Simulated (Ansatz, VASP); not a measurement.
## One calculation of KBr, two programs

The input POSCAR:

```
KBr
1.0
    0.0000000000      3.3633394048      3.3633394048
    3.3633394048      0.0000000000      3.3633394048
    3.3633394048      3.3633394048      0.0000000000
K Br
1 1
Direct
    0.0000000000      0.0000000000      0.0000000000
    0.5000000000      0.5000000000      0.5000000000
```

Contents of INCAR.step1:

```
SYSTEM = KBr
PREC = Accurate
ENCUT = 520
EDIFF = 1E-5
ISMEAR = 0
SIGMA = 0.01
LREAL = .False.
LASPH = .True.
NELM = 60
ALGO = Normal
ISIF = 2
LWAVE = .True.
LCHARG = .False.
NBANDS = 15
GGA = PE
```

The input INCAR.step2:

```
SYSTEM = KBr
PREC = Accurate
ENCUT = 520
EDIFF = 1E-6
ISMEAR = 0
SIGMA = 0.01
LREAL = .False.
LASPH = .True.
NELM = 60
ALGO = Normal
ISIF = 2
LWAVE = .False.
LCHARG = .False.
GGA = PE
LHFCALC = .True.
HFSCREEN = 0.2079
PRECFOCK = Normal
NBANDS = 15
ISTART = 1
```

KPOINTS

```
Automatic mesh
0
Gamma
  4 4 4
  0 0 0
```

Input for Ansatz:

```yaml
crystal:
  lattice:
    - [0.0, 3.3633394048, 3.3633394048]
    - [3.3633394048, 0.0, 3.3633394048]
    - [3.3633394048, 3.3633394048, 0.0]
  atoms:
    - { symbol: K, position: [0.0, 0.0, 0.0] }
    - { symbol: Br, position: [0.5, 0.5, 0.5] }
kpoints:
  mp_grid: { grid: [4, 4, 4] }
  band_path:
    path:
      - [0.0, 0.0, 0.0]
      - [0.5, 0.0, 0.5]
      - [0.625, 0.25, 0.625]
      - [0.375, 0.375, 0.75]
      - [0.5, 0.5, 0.5]
      - [0.5, 0.25, 0.75]
    npoints: 1
hamiltonian:
  xc: hse06
scf:
  occupations: { method: fixed }
  n_extra_bands: 4
output:
  forces: true
  stress: true
  eigenvalues: true
```

Change from the starting cell: hydrostatic strain +1.9%.

Alike in both runs: task single point; functional HSE06; k mesh 4 × 4 × 4; no spin polarisation.

|  | VASP | Ansatz |
| --- | --- | --- |
| version | VASP 6.6.1 | Ansatz 0.2.0 |
| potentials or method | VASP PAW PBE potentials, release 64 (K_sv, Br) | plane waves, PAW |
| plane-wave cutoff (eV) | 520 | 420 |
| occupations | gaussian, width 0.01 eV | fixed |
| valence electrons in the cell | 16 | 16 |

```csv
,VASP,Ansatz,Ansatz less VASP
gap on the k mesh at the Fermi level (eV),5.44,5.44,+0.002
pressure (GPa),-0.3,-0.4,-0.01
```

Ansatz's warnings: stress exchange threshold loose, stress scf threshold loose.
